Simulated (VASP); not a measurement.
Cd, 1 atom in the cell. It takes space group Im-3m (No. 229, cubic). Conventional cell: a = 3.477 Å, b = 3.477 Å, c = 3.477 Å, α = 90.00°, β = 90.00°, γ = 90.00°. Cd (site symmetry m-3m) has 14 Cd at 3.01 to 3.48 Å within 4.0 Å. 

| Quantity | Value |
| --- | --- |
| Program | VASP 6.6.1 |
| Task | single point |
| Functional | PBEsol |
| Potentials or basis | VASP PAW PBE potentials, release 64 (Cd) |
| Cutoff | 520 eV |
| k mesh | 7 × 7 × 7 |
| Occupations | fermi-dirac, width 0.15 eV |
| Spin | no spin polarisation |
| Dipole correction | no |
| Further INCAR settings | ALGO = Normal; EDIFF = 1e-06; NBANDS = 12 |

Potentials or basis: VASP PAW PBE potentials, release 64 (Cd).

Command:

```bash
$ cat potpaw_PBE.64/Cd/POTCAR > POTCAR
$ mpirun -np 1 vasp_std > vasp.out
```

Hardware: 1 thread of Intel(R) Xeon(R) Platinum 8259CL CPU @ 2.50GHz (Skylake/Cascade Lake) (shared host).

Question: How long does it take, and how much memory?

Answer: Wall time 5.9 s on 1 thread of Intel(R) Xeon(R) Platinum 8259CL CPU @ 2.50GHz (Skylake/Cascade Lake) (shared host), peak memory 0.13 GiB. Counts: scf iterations 11, k points 20.
